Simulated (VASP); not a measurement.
Set up this calculation in VASP 6.6.1, as the native input.

```yaml
Task: relaxation of cell and atoms
Functional: PBE
Potentials_or_basis: VASP PAW PBE potentials, release 64 (Sc_sv, Al, Sb, P)
Cutoff: 600 eV
k_mesh: 3 × 3 × 4
Occupations: gaussian, width 0.1 eV
Spin: no spin polarisation
Dipole_correction: no
Further_INCAR_settings: ALGO = Normal; EDIFF = 1e-06; IBRION = 2; EDIFFG = -0.04; NSW = 90; ISIF = 3
```

The structure of ScAlSbP3 lies in POSCAR:

```
ScAlSbP3
1.0
    6.1848769600      0.0000000000      0.0000000000
   -3.0924384800      5.3562605600      0.0000000000
    0.0000000000      0.0000000000      3.8572911900
Sc Al Sb P
1 1 1 3
Direct
    0.0000000000      0.0000000000      0.0000000000
    0.3333333300      0.6666666700      0.0000000000
    0.6666666700      0.3333333300      0.0000000000
    0.0129650000      0.5064825000      0.5000000000
    0.4935175000      0.5064825000      0.5000000000
    0.4935175000      0.9870350000      0.5000000000
```

One way to write it, as run:

INCAR

```
SYSTEM = ScAlSbP3
PREC     = Accurate       ! precision mode
ENCUT    = 600            ! plane-wave cutoff, eV
EDIFF    = 1E-6           ! SCF threshold, eV
ISMEAR   = 0              ! smearing method
SIGMA    = 0.1            ! smearing width, eV
LREAL    = .False.        ! projectors in reciprocal space
LASPH    = .True.         ! aspherical terms in the spheres
NELM     = 100            ! most SCF steps
ALGO     = Normal         ! electronic algorithm
ISIF     = 3              ! what is computed and relaxed
LWAVE    = .False.        ! write WAVECAR
LCHARG   = .False.        ! write CHGCAR
GGA      = PE             ! functional
IBRION   = 2              ! ionic algorithm
NSW      = 90             ! ionic steps
EDIFFG   = -0.04          ! ionic threshold
```

KPOINTS

```
Automatic mesh
0
Gamma
  3 3 4
  0 0 0
```

Potentials or basis: VASP PAW PBE potentials, release 64 (Sc_sv, Al, Sb, P).

Launch:

```console
$ cat potpaw_PBE.64/Sc_sv/POTCAR potpaw_PBE.64/Al/POTCAR potpaw_PBE.64/Sb/POTCAR potpaw_PBE.64/P/POTCAR > POTCAR
$ mpirun -np 1 vasp_std > vasp.out
```

Results of the run:

| Item | Value |
| --- | --- |
| Relaxed volume | 20.58 Å³/atom |
| Relaxed cell | a = 6.080 Å, b = 6.080 Å, c = 3.857 Å, α = 90.00°, β = 90.00°, γ = 120.00° |
| Space group after relaxing (to 0.05 Å) | P-6m2 (No. 187) |
| Energy gained by relaxing | 43.5 meV/atom |
| Ionic steps | 5 |
| Pressure after relaxing | 0.1 GPa |
| Band gap on the k mesh | zero (band 17 reaches 7.68 eV, above the bottom of band 18 at 6.63 eV) |

Caveat: the k points lie up to 0.41 Å⁻¹ apart in the final cell; spin-orbit coupling is left out, which moves the levels of the heavy elements.

It took 120 s on 1 thread of Intel(R) Xeon(R) Platinum 8375C CPU @ 2.90GHz (Ice Lake), with other jobs on the host, peak memory 0.3 GiB.
